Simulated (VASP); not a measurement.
Wanted: the native input for a VASP 6.6.1 run.

| Property | Result |
| --- | --- |
| Task | single point |
| Functional | PBE |
| Potentials or basis | VASP PAW PBE potentials, release 64 (Te) |
| Cutoff | 520 eV |
| k mesh | 10 × 10 × 10 |
| Occupations | fermi-dirac, width 0.1 eV |
| Spin | no spin polarisation |
| Dipole correction | no |
| Further INCAR settings | ALGO = Normal; EDIFF = 1e-07; NBANDS = 13 |

The structure of Te lies in POSCAR:

```
Te
1.0
    0.0000000000      2.7532887992      2.7532887992
    2.7532887992      0.0000000000      2.7532887992
    2.7532887992      2.7532887992      0.0000000000
Te
2
Direct
   -0.1250000000     -0.1250000000     -0.1250000000
    0.1250000000      0.1250000000      0.1250000000
```

This isn't the form of Te at room conditions, which is trigonal, of chains.

One way to write it, as run:

INCAR

```
SYSTEM = Te
ALGO = Normal
EDIFF = 1E-7
ENCUT = 520
GGA = PE
ISIF = 2
ISMEAR = -1
LASPH = .True.
LCHARG = .False.
LREAL = .False.
LWAVE = .False.
NBANDS = 13
NELM = 100
PREC = Accurate
SIGMA = 0.1
```

KPOINTS

```
k-points
0
Gamma
  10 10 10
  0 0 0
```

Potentials or basis: VASP PAW PBE potentials, release 64 (Te).

Run with:

```sh
$ cat potpaw_PBE.64/Te/POTCAR > POTCAR
$ mpirun -np 1 vasp_std > vasp.out
```

It gave:

| Item | Value |
| --- | --- |
| Pressure | 117.3 GPa |
| Band gap on the k mesh | zero (bands 6 and 7 overlap by 3.51 eV) |

Caveat: the cell stands under pressure; spin-orbit coupling is left out, which moves the levels of the heavy elements.

It took 27 s on 1 thread of Intel(R) Xeon(R) Platinum 8259CL CPU @ 2.50GHz (Skylake/Cascade Lake), on a shared host, peak memory 0.17 GiB.
